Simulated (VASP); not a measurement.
A run of VASP 6.6.1 is set up as follows.

File INCAR:

```
PREC = Accurate
ENCUT = 1010
EDIFF = 1E-6
ISMEAR = -1
SIGMA = 0.05
LREAL = Auto
LASPH = T
NELM = 120
ALGO = Normal
ISIF = 2
LWAVE = F
LCHARG = F
GGA = PE
IVDW = 12
NBANDS = 154
GGA_COMPAT = F
```

Contents of KPOINTS:

```
regular mesh
0
Gamma
  1 1 1
```

The input POSCAR:

```
CF4
1.0
    8.9958830000      0.0000000000      0.0000000000
    0.0000000000      8.9958830000      0.0000000000
    0.0000000000      0.0000000000      8.9958830000
C F
8 32
Direct
    0.2398541644      0.5763525382      0.2406545305
    0.0729555954      0.4715712732      0.7144156944
    0.6489746476      0.8722323312      0.6388033281
    0.7867598989      0.7967867079      0.0772686795
    0.3618544172      0.1239233547      0.0396070069
    0.8056018514      0.3245151143      0.1586948163
    0.1338723503      0.9783808882      0.6534655909
    0.4957378837      0.4154122502      0.6386477014
    0.1795710327      0.5164584733      0.1202772424
    0.2962132789      0.4928032079      0.3530503898
    0.3319963143      0.6714738286      0.1888197079
    0.1083050991      0.6418936307      0.3144883054
    0.1969234149      0.4406904803      0.8056463162
   -0.0405407674      0.4109880042      0.7586581551
    0.0702098949      0.6134806333      0.6898822495
    0.1208775170      0.4148008595      0.5784646154
    0.7773000160      0.8098704707      0.6765428141
    0.5509853785      0.8674079020      0.7571130038
    0.6927502281      1.0053154315      0.5884247272
    0.5748629679      0.8007107251      0.5226946593
    0.7754213789      0.9266461113     -0.0004891126
    0.6806669229      0.7824356986      0.1860962398
    0.7555011554      0.6846576373     -0.0159295091
    0.9339161036      0.8024448517      0.1218001613
    0.4349767555      0.2517707267      0.0704655674
    0.2586294197      0.1402085821     -0.0542470372
    0.4652461576      0.0298581029     -0.0238998217
    0.3123984605      0.0792918272      0.1751356704
    0.8983776245      0.2873759030      0.2855083820
    0.7306675732      0.2139089626      0.1242012596
    0.7167278632      0.4537408946      0.1796154974
    0.9110723205      0.3417118698      0.0358497326
   -0.0080370098      1.0064159349      0.5976400538
    0.1925880984      0.8762563942      0.5554874380
    0.2125083219      1.1130647208      0.6340011314
    0.1265245446      0.9184090100      0.7841920576
    0.5926044169      0.4681808334      0.7271215066
    0.4171797254      0.3081631898      0.7071457021
    0.3972150371      0.5134571003      0.6014751415
    0.5480618189      0.3569521747      0.5118230195
```

Potentials or basis: VASP PAW PBE potentials, release 64 (C_h, F_h).

Run with:

```sh
$ cat potpaw_PBE.64/C_h/POTCAR potpaw_PBE.64/F_h/POTCAR > POTCAR
$ mpirun -np 1 vasp_gam > vasp.out
```

Problem. Estimate the band gap on the k mesh.

Solution. 7.59 eV.

Problem. What does it give for the pressure?

Solution. -0.7 GPa.

Problem. Predict the largest force.

Solution. 7.720 eV/Å.

Forces in eV/Å, atoms in the order of the input:
```
C   -3.890  0.358  2.119
C    7.172 -0.179 -2.852
C   -0.703 -0.490 -0.807
C    0.111  0.734 -0.749
C    3.015 -0.111  1.848
C    4.053  2.490  0.382
C   -0.631  0.747 -4.318
C   -2.638 -2.174 -1.181
F    0.114 -1.840  0.268
F   -0.071  0.079 -2.364
F    1.614  1.641  0.567
F    2.220 -0.225 -1.005
F   -1.886  0.465  0.280
F   -3.841 -1.493  1.515
F   -1.052  1.816  0.775
F   -1.130 -0.542  0.448
F   -0.501 -1.308  0.226
F    1.351  0.671 -1.404
F   -1.495  0.462  0.490
F    1.154  0.495  1.281
F   -0.837 -0.506  0.657
F    1.797  0.902 -0.421
F    0.958  0.106  0.086
F   -2.008 -1.116  0.331
F   -0.217  0.303 -0.574
F   -2.183  0.564 -1.168
F   -0.791  0.189  1.138
F   -0.011 -0.753 -0.961
F   -2.073  1.418 -2.060
F   -2.277 -2.135 -0.213
F    2.161 -2.592 -0.146
F   -1.814  0.671  2.317
F    1.323  0.026  1.124
F    0.102  0.895  1.011
F   -1.018 -2.420  1.259
F    0.334  0.677  0.746
F    2.335  0.860  1.153
F    0.690 -1.030  0.553
F   -0.612  2.412 -0.348
F    1.171 -0.066 -0.004
```

Caveat: the k points lie up to 0.70 Å⁻¹ apart.
